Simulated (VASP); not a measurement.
# Zn9O8 (a cell with a defect) in VASP: further runs, part 2 of 2

VASP 6.6.1. Earlier steps stand in the parts before.

## Step 4: Single point, LDA

Contents of INCAR:

```
SYSTEM = Zn9O8
  PREC = Accurate
  ENCUT = 520
  EDIFF = 1E-7
  ISMEAR = 0
  SIGMA = 0.05
  LREAL = Auto
  LASPH = .True.
  NELM = 100
  ALGO = Normal
  ISIF = 2
  LWAVE = .False.
  LCHARG = .True.
  GGA = CA
  LELF = .True.
  LVHAR = .True.
  NBANDS = 92
```

Contents of KPOINTS:

```
Automatic mesh
0
Gamma
  2 2 2
  0 0 0
```

Contents of POSCAR:

```
Zn9O8
1.0
   -3.2190000000     -5.5754720000      0.0000000000
    4.8285000000     -2.7877360000      0.0000000000
    0.0000000000      0.0000000000      5.1489000000
Zn O
9 8
Direct
    0.4871690419      0.3204312200      0.0171304550
    0.4868958255      0.6709853293      0.4767323118
    0.2564089884      0.8325468641     -0.0121816310
    0.2559667118      0.1684918391      0.5012589097
    0.0260760569      0.3205334632      0.0180145274
    0.0263936061      0.6719855065      0.4764332187
    0.7563726531      0.8499734017      0.0128070073
    0.7559120830      0.1438229254      0.4794229835
    0.7568771108      0.4992373242      0.7253399755
    0.5039749613      0.3285772808      0.3851302220
    0.5044929421      0.6623014975      0.8818165045
    0.2569331077      0.8462012372      0.3636306784
    0.2563635588      0.1581143825      0.8716671522
    0.0080011447      0.3292305447      0.3859818602
    0.0084131350      0.6621971382      0.8817444503
    0.7565629513      0.8205043264      0.3810338130
    0.7567622046      0.1704528397      0.8868882674
```

Potentials or basis: VASP PAW LDA potentials, release 64 (Zn, O).

On the command line:

```
$ cat potpaw_LDA.64/Zn/POTCAR potpaw_LDA.64/O/POTCAR > POTCAR
$ mpirun -np 1 vasp_std > vasp.out
```

OUTCAR:

```text
SYSTEM = Zn9O8
   PREC = Accurate
   ENCUT = 520
   EDIFF = 1E-7
   ISMEAR = 0
   LREAL = Auto
   LASPH = .True.
   NELM = 100
   ISIF = 2
   GGA = CA

 ion  position               nearest neighbor table
   1  0.487  0.320  0.017-  13 1.89  10 1.90  11 2.03  17 2.04   9 2.50   5 2.97   4 3.02
   2  0.487  0.671  0.477-  12 1.87  10 1.97  16 1.99  11 2.09   9 2.36   6 2.96
   3  0.256  0.833  0.988-  13 1.91  15 1.94  11 1.94  12 1.94
   4  0.256  0.168  0.501-  13 1.91  10 1.92  14 1.92  12 1.93   5 3.02   1 3.02
   5  0.026  0.321  0.018-  13 1.89  14 1.90  15 2.03  17 2.04   9 2.50   1 2.97   4 3.02
   6  0.026  0.672  0.476-  12 1.87  14 1.97  16 1.99  15 2.09   9 2.36   2 2.96
   7  0.756  0.850  0.013-  17 1.90  16 1.90  11 2.04  15 2.05   9 2.45   8 2.91
   8  0.756  0.144  0.479-  16 1.87  10 1.98  14 1.98  17 2.10   9 2.35   7 2.91
   9  0.757  0.499  0.725-  17 2.01  15 2.02  11 2.03   8 2.35   2 2.36   6 2.36   7 2.45   1 2.50
                             5 2.50
  10  0.504  0.329  0.385-   1 1.90   4 1.92   2 1.97   8 1.98
  11  0.504  0.662  0.882-   3 1.94   9 2.03   1 2.03   7 2.04   2 2.09
  12  0.257  0.846  0.364-   6 1.87   2 1.87   4 1.93   3 1.94
  13  0.256  0.158  0.872-   5 1.89   1 1.89   4 1.91   3 1.91
  14  0.008  0.329  0.386-   5 1.90   4 1.92   6 1.97   8 1.98
  15  0.008  0.662  0.882-   3 1.94   9 2.02   5 2.03   7 2.05   6 2.09
  16  0.757  0.821  0.381-   8 1.87   7 1.90   6 1.99   2 1.99
  17  0.757  0.170  0.887-   7 1.90   9 2.01   1 2.04   5 2.04   8 2.10

  LATTYP: Found a simple orthorhombic cell.
 ALAT       =     5.1489000000
 B/A-ratio  =     1.0828471445
 C/A-ratio  =     1.2503642312

  Lattice vectors:

 A1 = (   0.0000000000,   0.0000000000,  -5.1489000000)
 A2 = (   4.8285000000,  -2.7877360000,   0.0000000000)
 A3 = (  -3.2190000000,  -5.5754720000,   0.0000000000)

Analysis of symmetry for initial positions (statically):
=====================================================================
 Subroutine PRICEL returns:
 Original cell was already a primitive cell.

 Routine SETGRP: Setting up the symmetry group for a
 simple orthorhombic supercell.

[... 158 lines left out ...]
   AEXX    =    0.0000 exact exchange contribution
   IVDW    =     0    specifies the selected vdW correction
   LEPSILON=     F    determine dielectric tensor
   LRPA    =     F    only Hartree local field effects (RPA)
 non-spin polarized calculation
 Gauss-broadening in eV      SIGMA  =   0.05
  energy-cutoff  :      520.00
  volume of cell :      184.82
 maximum number of plane-waves:      5004
 NGX is ok and might be reduce to    48
   NGX = 23   NGY = 21   NGZ = 19

 number of electron     155.9999955 magnetization

 Free energy of the ion-electron system (eV)
  ---------------------------------------------------
  ext. energy  EPLUGINS =         0.00000000
  ---------------------------------------------------
  free energy    TOTEN  =       -82.05489968 eV

  energy without entropy =      -82.05322621  energy(sigma->0) =      -82.05406294

 E-fermi :   4.7302     XC(G=0): -12.0918

 val. band max:        4.6695127815   @ k =   0.0000   0.0000   0.5000
 cond. band min:       4.7904504265   @ k =   0.5000   0.5000   0.0000
 fundamental gap:      0.1209376450
 Fermi energy:         4.7302213450

 k-point     1 :       0.0000    0.0000    0.0000
  band No.  band energies     occupation
      1     -16.6803      2.00000
      2     -15.9806      2.00000
      3     -15.8828      2.00000
      4     -15.7756      2.00000
      5     -15.7389      2.00000
      6     -15.6599      2.00000
[... 733 lines left out ...]
     89      10.3586      0.00000
     90      10.3867      0.00000
 [bands above 90 left out]

------------------------ aborting loop because EDIFF is reached ----------------------------------------

  FORCE on cell =-STRESS in cart. coord.  units (eV):
  Direction    XX          YY          ZZ          XY          YZ          ZX
  --------------------------------------------------------------------------------------
  -------------------------------------------------------------------------------------
  Total       15.2216505     14.9130064     17.3327816     -0.2794958     -0.0224269      0.0072097
  in kB      131.9548204    129.2792189    150.2559847     -2.4229183     -0.1944162      0.0625004
  external PRESSURE =     137.1633413 kB  Pullay stress =       0.0000000 kB

 VOLUME and BASIS-vectors are now :
 -----------------------------------------------------------------------------
  energy-cutoff  :      520.00
  volume of cell :      184.82
      direct lattice vectors                 reciprocal lattice vectors
    -3.219000000 -5.575472000  0.000000000    -0.077663871 -0.134517759  0.000000000
     4.828500000 -2.787736000  0.000000000     0.155327742 -0.089678506  0.000000000
     0.000000000  0.000000000  5.148900000     0.000000000  0.000000000  0.194216240

 POSITION                                       TOTAL-FORCE (eV/Angst)
 -----------------------------------------------------------------------------------
     -0.02100     -3.60947      0.08820        -0.000889     -0.011795      0.012547
      1.67254     -4.58520      2.45465         0.018427     -0.007273      0.002570
      3.19457     -3.75052      5.08618        -0.021899      0.007702     -0.026426
     -0.01039     -1.89685      2.58093         0.009140     -0.008714      0.001407
      1.46376     -1.03895      0.09276         0.012849      0.012894      0.013630
      3.15972     -2.02047      2.45311         0.011140     -0.005022      0.007476
[... 9 lines left out ...]
      1.52643     -6.50555      1.96190        -0.086545      0.051955      0.029117
     -1.61299     -4.69448      4.56650         0.023849     -0.010946     -0.011424
 -----------------------------------------------------------------------------------
    total drift:                               -0.029720     -0.015976      0.001687

  FREE ENERGIE OF THE ION-ELECTRON SYSTEM (eV)
  ---------------------------------------------------
  free  energy   TOTEN  =       -82.0548996847 eV

  energy  without entropy=      -82.0532262052  energy(sigma->0) =      -82.05406294
```

OSZICAR:

```text
N       E                     dE             d eps       ncg     rms          rms(c)
DAV:   1     0.201008125229E+04    0.20101E+04   -0.70873E+04  1472   0.260E+03
DAV:   2     0.331518870932E+03   -0.16786E+04   -0.16027E+04  1472   0.671E+02
DAV:   3    -0.547750144460E+02   -0.38629E+03   -0.37267E+03  1532   0.261E+02
DAV:   4    -0.939132304759E+02   -0.39138E+02   -0.38462E+02  1664   0.865E+01
DAV:   5    -0.947997501175E+02   -0.88652E+00   -0.88084E+00  1680   0.129E+01    0.320E+01
DAV:   6    -0.812987331945E+02    0.13501E+02   -0.43383E+01  2384   0.786E+01    0.207E+01
DAV:   7    -0.823866310429E+02   -0.10879E+01   -0.15434E+01  1616   0.217E+01    0.125E+01
DAV:   8    -0.824625052124E+02   -0.75874E-01   -0.54396E+00  2252   0.231E+01    0.460E+00
DAV:   9    -0.820482603310E+02    0.41424E+00   -0.12222E+00  2340   0.152E+01    0.151E+00
DAV:  10    -0.820526387938E+02   -0.43785E-02   -0.53162E-01  1752   0.339E+00    0.177E-01
DAV:  11    -0.820549249380E+02   -0.22861E-02   -0.30544E-02  1664   0.166E+00    0.147E-01
DAV:  12    -0.820549287126E+02   -0.37747E-05   -0.23717E-03  1716   0.682E-01    0.104E-01
DAV:  13    -0.820549021180E+02    0.26595E-04   -0.58095E-04  1912   0.302E-01    0.371E-02
DAV:  14    -0.820549035547E+02   -0.14367E-05   -0.36257E-04  1876   0.300E-01    0.324E-02
DAV:  15    -0.820548989790E+02    0.45758E-05   -0.53481E-05  1884   0.987E-02    0.830E-03
DAV:  16    -0.820549001742E+02   -0.11953E-05   -0.12768E-05  1612   0.219E-02    0.794E-03
DAV:  17    -0.820548996814E+02    0.49276E-06   -0.24434E-06  2140   0.152E-02    0.261E-03
DAV:  18    -0.820548996847E+02   -0.32705E-08   -0.46670E-07  1528   0.759E-03
   1 F= -.82054900E+02 E0= -.82054063E+02  d E =-.167348E-02
```

Wall time 4.7 min (1 thread of Intel Xeon 6975P-C, shared host); peak memory 0.27 GiB.

Results:

* Free energy: -82.0549 eV
* Pressure: 13.7 GPa
* Largest force: 0.105 eV/Å
* Band gap on the k mesh: zero (band 78 reaches 4.97 eV, above the bottom of band 79 at 4.29 eV)

Forces in eV/Å, atoms in the order of the input:
```
Zn  -0.001 -0.012  0.013
Zn   0.018 -0.007  0.003
Zn  -0.022  0.008 -0.026
Zn   0.009 -0.009  0.001
Zn   0.013  0.013  0.014
Zn   0.011 -0.005  0.007
Zn  -0.002  0.004 -0.033
Zn  -0.019  0.013  0.008
Zn  -0.016  0.010 -0.054
O   -0.003 -0.049  0.075
O   -0.006  0.010 -0.023
O    0.073 -0.042 -0.045
O   -0.014  0.004 -0.011
O    0.034  0.026  0.071
O   -0.012 -0.005 -0.017
O   -0.087  0.052  0.029
O    0.024 -0.011 -0.011
```

Levels at points of the mesh, in eV from the Fermi level:
```csv
k point,band 75,band 76,band 77,band 78,band 79,band 80,band 81,band 82
"(0.00, 0.00, 0.00)",-3.26,-3.18,-3.17,-2.94,1.27,1.85,2.14,2.32
"(0.50, 0.00, 0.00)",-3.72,-3.44,-3.38,-0.97,-0.44,2.35,2.92,3.22
"(0.00, 0.50, 0.00)",-3.71,-3.58,-3.45,-0.68,-0.12,2.09,2.20,2.29
"(0.50, 0.50, 0.00)",-3.96,-3.93,-3.73,0.06,0.78,0.86,1.30,2.92
"(0.00, 0.00, 0.50)",-3.65,-3.48,-3.47,-0.51,-0.06,1.71,1.73,2.63
"(0.50, 0.00, 0.50)",-4.10,-4.05,-3.94,0.15,0.96,1.26,1.29,2.98
"(0.00, 0.50, 0.50)",-4.14,-4.10,-4.00,-0.11,1.05,1.37,1.50,1.74
"(0.50, 0.50, 0.50)",-4.42,-4.38,-4.23,0.24,1.63,1.79,1.90,1.95
```

Caveat: the k points lie up to 0.61 Å⁻¹ apart.

## Step 5: Single point, LDA

Contents of INCAR:

```
SYSTEM = Zn9O8
  ALGO = Normal
  EDIFF = 1E-6
  ENCUT = 520
  GGA = CA
  ISIF = 2
  ISMEAR = 0
  LASPH = .True.
  LCHARG = .False.
  LREAL = Auto
  LWAVE = .False.
  NBANDS = 92
  NELM = 80
  PREC = Accurate
  SIGMA = 0.05
```

Contents of KPOINTS:

```
k-points
0
Gamma
  2 2 2
  0 0 0
```

Contents of POSCAR:

```
Zn9O8
1.0
   -3.2190000000     -5.5754720000      0.0000000000
    4.8285000000     -2.7877360000      0.0000000000
    0.0000000000      0.0000000000      5.1489000000
Zn O
9 8
Direct
    0.4870324005      0.3231455518      0.0110641108
    0.4896328714      0.6692393524      0.4768878790
    0.2554164295      0.8363743371     -0.0080731807
    0.2554620097      0.1663345158      0.4998306434
    0.0243702839      0.3235909586      0.0115983997
    0.0217891584      0.6696355599      0.4777503933
    0.7556838965      0.8495508880      0.0148723028
    0.7555766403      0.1538049508      0.4797952961
    0.7551655091      0.5024323856      0.7304917555
    0.4996495352      0.3267648036      0.3775573423
    0.5015967169      0.6681298192      0.8865433394
    0.2556807213      0.8420855839      0.3683542116
    0.2554787393      0.1594930231      0.8702750102
    0.0113664172      0.3273713362      0.3781217347
    0.0094884629      0.6677871724      0.8856439239
    0.7558160087      0.8307142450      0.3816253957
    0.7560324043      0.1670393102      0.8888152809
```

On the command line:

```
$ cat potpaw_LDA.64/Zn/POTCAR potpaw_LDA.64/O/POTCAR > POTCAR
$ mpirun -np 1 vasp_std > vasp.out
```

It took 4.5 min on 1 thread of Intel Xeon 6975P-C, shared host; peak memory 0.28 GiB.

Results (log left out):

- Free energy: -82.0319 eV
- Pressure: 14.2 GPa
- Largest force: 0.056 eV/Å
- Band gap on the k mesh: zero (band 78 reaches 4.69 eV, above the bottom of band 79 at 4.32 eV)

Forces in eV/Å, atoms in the order of the input:
```
Zn   0.004 -0.007 -0.007
Zn  -0.002 -0.029  0.006
Zn  -0.005  0.005  0.012
Zn  -0.018  0.008 -0.005
Zn   0.009  0.005 -0.011
Zn   0.022  0.027 -0.004
Zn  -0.023  0.014 -0.037
Zn   0.010 -0.006  0.005
Zn  -0.014 -0.004 -0.025
O    0.000 -0.020  0.052
O    0.013  0.023 -0.015
O    0.039 -0.027 -0.013
O   -0.011  0.004 -0.025
O    0.010  0.016  0.052
O   -0.007 -0.025  0.000
O   -0.047  0.024  0.020
O    0.018 -0.007 -0.004
```

Stress tensor (GPa, compression positive):
```
13.52 -0.20  0.05
-0.20 13.28 -0.03
 0.05 -0.03 15.67
```

Levels at points of the mesh, in eV from the Fermi level:
| k point | band 75 | band 76 | band 77 | band 78 | band 79 | band 80 | band 81 | band 82 |
| --- | --- | --- | --- | --- | --- | --- | --- | --- |
| (0.00, 0.00, 0.00) | -3.16 | -3.06 | -3.05 | -2.86 | 1.31 | 1.79 | 2.17 | 2.32 |
| (0.50, 0.00, 0.00) | -3.58 | -3.34 | -3.31 | -0.96 | -0.32 | 2.28 | 3.02 | 3.21 |
| (0.00, 0.50, 0.00) | -3.61 | -3.47 | -3.33 | -0.69 | 0.00 | 2.03 | 2.20 | 2.44 |
| (0.50, 0.50, 0.00) | -3.85 | -3.82 | -3.66 | -0.05 | 0.93 | 0.94 | 1.48 | 2.84 |
| (0.00, 0.00, 0.50) | -3.55 | -3.36 | -3.35 | -0.54 | 0.01 | 1.80 | 1.82 | 2.68 |
| (0.50, 0.00, 0.50) | -3.98 | -3.96 | -3.86 | 0.04 | 1.03 | 1.34 | 1.49 | 2.97 |
| (0.00, 0.50, 0.50) | -4.05 | -4.02 | -3.87 | -0.26 | 1.13 | 1.46 | 1.70 | 1.73 |
| (0.50, 0.50, 0.50) | -4.33 | -4.28 | -4.21 | 0.05 | 1.68 | 1.83 | 1.95 | 2.20 |

Caveat: the k points lie up to 0.61 Å⁻¹ apart.

## Step 6: Single point, LDA

Contents of INCAR:

```
ALGO = Normal ; EDIFF = 1E-6
ENCUT = 520 ; GGA = CA
ISIF = 2 ; ISMEAR = 0
LASPH = True ; LCHARG = True
LELF = True ; LREAL = Auto
LVHAR = True ; LWAVE = False
NBANDS = 92 ; NELM = 80
PREC = Accurate ; SIGMA = 0.05
```

Contents of KPOINTS:

```
k-points
0
Gamma
  2 2 2
```

Contents of POSCAR:

```
Zn9O8
1.0
   -3.2190000000     -5.5754720000      0.0000000000
    4.8285000000     -2.7877360000      0.0000000000
    0.0000000000      0.0000000000      5.1489000000
Zn O
9 8
Direct
    0.4892277754      0.3280447777      0.0051226476
    0.4918531384      0.6652952786      0.4809431141
    0.2558448363      0.8378574150     -0.0067490144
    0.2563756809      0.1620004798      0.4974555730
    0.0246506568      0.3179174618      0.0043628736
    0.0129631653      0.6646595069      0.4471290955
    0.7473247217      0.8564813667      0.0173823535
    0.7527193924      0.1671421195      0.4817502768
    0.7700610971      0.5175202799      0.7323628348
    0.4951120869      0.3278744554      0.3714195265
    0.5002885036      0.6694283304      0.8874276059
    0.2560627628      0.8365767906      0.3735104585
    0.2587976778      0.1591423268      0.8677247567
    0.0145774967      0.3162155870      0.3689055915
    0.0045943707      0.6707321693      0.9299949504
    0.7473330013      0.8442319418      0.3826898949
    0.7531135955      0.1702805558      0.8880252093
```

Potentials or basis: VASP PAW LDA potentials, release 64 (Zn, O).

On the command line:

```
$ cat potpaw_LDA.64/Zn/POTCAR potpaw_LDA.64/O/POTCAR > POTCAR
$ mpirun -np 1 vasp_std > vasp.out
```

It took 4.8 min on 1 thread of Intel Xeon 6975P-C, shared host; peak memory 0.27 GiB.

It converged, with:

* Free energy: -82.0522 eV
* Pressure: 14.7 GPa
* Largest force: 0.193 eV/Å
* Band gap on the k mesh: zero (band 78 reaches 4.39 eV, above the bottom of band 79 at 4.35 eV)

Forces in eV/Å, atoms in the order of the input:
```
Zn   0.010 -0.036 -0.049
Zn  -0.038 -0.015  0.029
Zn  -0.013 -0.013  0.007
Zn  -0.046  0.005  0.002
Zn  -0.026  0.015 -0.061
Zn   0.007  0.086 -0.128
Zn   0.047  0.024 -0.001
Zn   0.079 -0.029  0.023
Zn  -0.009 -0.084 -0.014
O    0.003  0.008  0.003
O    0.009 -0.003 -0.012
O    0.008 -0.017  0.019
O   -0.045 -0.013 -0.035
O   -0.058  0.028 -0.003
O    0.019  0.009  0.192
O    0.027  0.040  0.056
O    0.028 -0.004 -0.029
```

Stress tensor (GPa, compression positive):
```
14.27 -0.17  0.14
-0.17 13.08 -0.20
 0.14 -0.20 16.87
```

Levels at points of the mesh, in eV from the Fermi level:
| k point | band 76 | band 77 | band 78 | band 79 | band 80 | band 81 |
| --- | --- | --- | --- | --- | --- | --- |
| (0.00, 0.00, 0.00) | -2.75 | -2.74 | -2.57 | 1.46 | 1.99 | 2.35 |
| (0.50, 0.00, 0.00) | -3.08 | -3.07 | -0.81 | -0.03 | 2.44 | 3.27 |
| (0.00, 0.50, 0.00) | -3.16 | -3.06 | -0.54 | 0.30 | 2.04 | 2.43 |
| (0.50, 0.50, 0.00) | -3.51 | -3.38 | -0.04 | 1.17 | 1.24 | 1.81 |
| (0.00, 0.00, 0.50) | -3.04 | -3.00 | -0.38 | 0.24 | 2.01 | 2.09 |
| (0.50, 0.00, 0.50) | -3.62 | -3.53 | 0.01 | 1.29 | 1.47 | 1.89 |
| (0.00, 0.50, 0.50) | -3.69 | -3.55 | -0.26 | 1.43 | 1.59 | 1.77 |
| (0.50, 0.50, 0.50) | -3.89 | -3.71 | -0.07 | 1.70 | 2.10 | 2.19 |

Caveat: the k points lie up to 0.61 Å⁻¹ apart.
